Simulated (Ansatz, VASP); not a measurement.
CuAu3: VASP beside Ansatz

File INCAR:

```
PREC     = Accurate       # precision mode
ENCUT    = 520            # plane-wave cutoff, eV
EDIFF    = 1E-7           # SCF threshold, eV
ISMEAR   = 0              # smearing method
SIGMA    = 0.1            # smearing width, eV
LREAL    = False          # projectors in reciprocal space
LASPH    = True           # aspherical terms in the spheres
NELM     = 60             # most SCF steps
ALGO     = Normal         # electronic algorithm
ISIF     = 2              # what is computed and relaxed
LWAVE    = False          # write WAVECAR
LCHARG   = False          # write CHGCAR
GGA      = PS             # functional
NBANDS   = 30             # bands
```

File KPOINTS:

```
Automatic mesh
0
Gamma
  10 10 10
```

POSCAR

```
CuAu3
1.0
    3.8931218060      0.0000000000      0.0000000000
    0.0000000000      3.8931218060      0.0000000000
    0.0000000000      0.0000000000      3.8931218060
Cu Au
1 3
Direct
    0.0000000000      0.0000000000      0.0000000000
    0.0000000000      0.5000000000      0.5000000000
    0.5000000000      0.0000000000      0.5000000000
    0.5000000000      0.5000000000      0.0000000000
```

Input for Ansatz:

```yaml
crystal:
  lattice:
    - [3.893121806, 0.0, 0.0]
    - [0.0, 3.893121806, 0.0]
    - [0.0, 0.0, 3.893121806]
  atoms:
    - { symbol: Cu, position: [0.0, 0.0, 0.0] }
    - { symbol: Au, position: [0.0, 0.5, 0.5] }
    - { symbol: Au, position: [0.5, 0.0, 0.5] }
    - { symbol: Au, position: [0.5, 0.5, 0.0] }
basis:
  ecutwfc: 420
kpoints:
  mp_grid: { grid: [10, 10, 10] }
hamiltonian:
  xc: pbesol
scf:
  occupations: { method: gaussian, width: 0.1 }
output:
  forces: true
  stress: true
  eigenvalues: true
```

Alike in both runs: task single point; functional PBEsol; k mesh 10 × 10 × 10; occupations gaussian, width 0.1 eV; no spin polarisation.

|  | VASP | Ansatz |
| --- | --- | --- |
| version | VASP 6.6.1 | Ansatz 0.2.0 |
| potentials or method | VASP PAW PBE potentials, release 64 (Cu, Au), cutoff 520 eV | scalar-relativistic, plane waves, PAW |
| valence electrons in the cell | 44 | 76 |

VASP gave:

* gap on the k mesh at the Fermi level (eV): none
* pressure (GPa): 12.3

Task: What did Ansatz give for the same quantities?

Result: gap on the k mesh at the Fermi level (eV): none; pressure (GPa): 12.5.

VASP's potentials were made for PBE, not for PBEsol. A gap of «none» marks a metal or a gap that the smearing closes. The functional is the same, so the differences come from potentials, cutoffs and numerics. VASP's potentials hold 44 valence electrons a cell and Ansatz's 76, so a difference there can come from the potentials and not from the codes.

Neither program's run includes spin-orbit coupling.
